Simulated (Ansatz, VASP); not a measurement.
Given: the input of a run of Ansatz 0.2.0 on CsRe.

Contents of input.yaml:

```yaml
crystal:
  lattice:
    - [3.7137874898, 0.0, 0.0]
    - [-1.8568937399, 3.2162343088, 0.0]
    - [0.0, 0.0, 5.6687381295]
  atoms:
    - { symbol: Cs, position: [0.0, 0.0, 0.5] }
    - { symbol: Re, position: [0.0, 0.0, 0.0] }
kpoints:
  mp_grid: { grid: [8, 8, 5] }
scf:
  occupations: { method: fermi_dirac, width: 0.05 }
hamiltonian:
  xc: pbe
  pseudopotentials: { kind: all_electron, lapw: { basis_error: 0.0005 } }
output:
  forces: true
  stress: true
  eigenvalues: true
```

Potentials or basis: all-electron LAPW, scalar-relativistic.

Command:

```bash
$ ansatz run input.yaml --threads 1 --pin off --max-ram 3072MiB --backend cpu --events-out ev --progress --plain --runs-dir out
```

Translate it to VASP 6.6.1. Potentials there: VASP PAW PBE potentials, release 64 (Cs_sv, Re).

As run (the cutoff follows the program's own potentials):

INCAR

```
PREC     = Accurate       # precision mode
ENCUT    = 520            # plane-wave cutoff, eV
EDIFF    = 1E-6           # SCF threshold, eV
ISMEAR   = -1             # smearing method
SIGMA    = 0.05           # smearing width, eV
LREAL    = False          # projectors in reciprocal space
LASPH    = True           # aspherical terms in the spheres
NELM     = 100            # most SCF steps
ALGO     = Normal         # electronic algorithm
ISIF     = 2              # what is computed and relaxed
LWAVE    = False          # write WAVECAR
LCHARG   = False          # write CHGCAR
GGA      = PE             # functional
NBANDS   = 15             # bands
```

The input KPOINTS:

```
regular mesh
0
Gamma
  8 8 5
```

Contents of POSCAR:

```
CsRe
1.0
    3.7137874898      0.0000000000      0.0000000000
   -1.8568937399      3.2162343088      0.0000000000
    0.0000000000      0.0000000000      5.6687381295
Cs Re
1 1
Direct
    0.0000000000      0.0000000000      0.5000000000
    0.0000000000      0.0000000000      0.0000000000
```

Potentials or basis: VASP PAW PBE potentials, release 64 (Cs_sv, Re).

Launch:

```sh
$ cat potpaw_PBE.64/Cs_sv/POTCAR potpaw_PBE.64/Re/POTCAR > POTCAR
$ mpirun -np 1 vasp_std > vasp.out
```

Both were run:

|  | VASP | Ansatz | Ansatz less VASP |
| --- | --- | --- | --- |
| gap on the k mesh at the Fermi level (eV) | none | none | - |
| pressure (GPa) | -7.2 | -7.7 | -0.50 |
| traceless stress, the component that is largest in VASP (GPa) | 10.51 | 10.01 | -0.504 |

A gap of «none» marks a metal or a gap that the smearing closes. Ansatz ran all-electron here, and VASP with PAW potentials.

Spin-orbit coupling is off throughout.
